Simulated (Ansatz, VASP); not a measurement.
**Sn2Pb: VASP beside Ansatz**

```xyz
3
Lattice="-2.0728 2.0728 5.1369 2.0728 -2.0728 5.1369 2.0728 2.0728 -5.1369" Properties=species:S:1:pos:R:3 pbc="T T T"
Sn    0.0000    0.0000    6.8926
Sn    0.0000    0.0000    3.3813
Pb    0.0000    0.0000    0.0000
```

Alike in both runs: functional PBE; k mesh 6 × 6 × 6; occupations gaussian, width 0.1 eV; no spin polarisation.

Ansatz relaxed the structure, and its values are those at the end. VASP's run is a single point on that final structure, the one shown.

|  | VASP | Ansatz |
| --- | --- | --- |
| version | VASP 6.6.1 | Ansatz 0.2.0 |
| potentials or method | VASP PAW PBE potentials, release 64 (Sn_d, Pb_d), cutoff 520 eV | scalar-relativistic, plane waves, PAW |
| valence electrons in the cell | 42 | 42 |

Ansatz gave:

```
gap on the k mesh at the Fermi level (eV) : none
pressure (GPa)                            : -0.2
rms of the force components (eV/Å)        : 0.014
```

Problem. Which values does VASP return?

Solution. gap on the k mesh at the Fermi level (eV): none; pressure (GPa): -0.3; rms of the force components (eV/Å): 0.014.

A gap of «none» marks a metal or a gap that the smearing closes. The functional is the same, so the differences come from potentials, cutoffs and numerics.

Spin-orbit coupling is off throughout.
